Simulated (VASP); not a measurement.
## Si2Ni: single point with PBEsol

The system is Si2Ni, a slab with vacuum.

```
CELL_PARAMETERS angstrom
3.81230 0.00000 0.00000
0.00000 3.81230 0.00000
0.00000 0.00000 27.13067
ATOMIC_POSITIONS crystal
Si 0.50000 0.00000 0.27644
Si 0.00000 0.50000 0.27644
Si 0.00000 0.50000 0.37580
Si 0.50000 0.00000 0.37580
Si 0.50000 0.00000 0.47516
Si 0.00000 0.50000 0.47516
Si 0.00000 0.50000 0.57452
Si 0.50000 0.00000 0.57452
Si 0.50000 0.00000 0.67388
Si 0.00000 0.50000 0.67388
Ni 0.50000 0.50000 0.32612
Ni 0.00000 0.00000 0.42548
Ni 0.50000 0.50000 0.52484
Ni 0.00000 0.00000 0.62420
Ni 0.50000 0.50000 0.72356
```

```json
{
 "Program": "VASP 6.6.1",
 "Task": "single point",
 "Functional": "PBEsol",
 "Potentials or basis": "VASP PAW PBE potentials, release 64 (Si, Ni)",
 "Cutoff": "520 eV",
 "k mesh": "4 × 4 × 1",
 "Occupations": "gaussian, width 0.1 eV",
 "Spin": "no spin polarisation"
}
```

```
Largest force          : 1.948 eV/Å
Band gap on the k mesh : zero (band 45 reaches 3.26 eV, above the bottom of band 46 at 1.98 eV)
```

Forces on the atoms (eV/Å):
```
Si   0.000  0.000 -0.243
Si   0.000  0.000 -0.243
Si   0.000  0.000 -0.160
Si   0.000  0.000 -0.160
Si   0.000  0.000 -0.048
Si   0.000  0.000 -0.048
Si   0.000  0.000  0.080
Si   0.000  0.000  0.080
Si   0.000  0.000  1.236
Si   0.000  0.000  1.236
Ni   0.000  0.000  1.055
Ni   0.000  0.000  0.159
Ni   0.000  0.000 -0.207
Ni   0.000  0.000 -0.787
Ni   0.000  0.000 -1.948
```

Levels at points of the mesh, in eV from the Fermi level:
```tsv
k point	band 44	band 45	band 46	band 47	band 48	band 49
(0.00, 0.00, 0.00)	-0.19	-0.02	-0.02	0.50	1.09	1.29
(0.50, 0.00, 0.00)	-0.51	0.20	1.12	1.13	1.19	1.34
(0.50, 0.50, 0.00)	-1.45	-1.38	-0.97	-0.97	0.31	0.31
```

It took 4.8 min on 1 thread of Intel(R) Xeon(R) 6975P-C (Granite Rapids) (shared host), peak memory 0.41 GiB.

Caveat: the k points lie up to 0.41 Å⁻¹ apart; the PAW data sets were made with another functional, which shifts forces and pressure a little. Spin polarisation is off, so any magnetic state and its effect on volume and gap are missing.
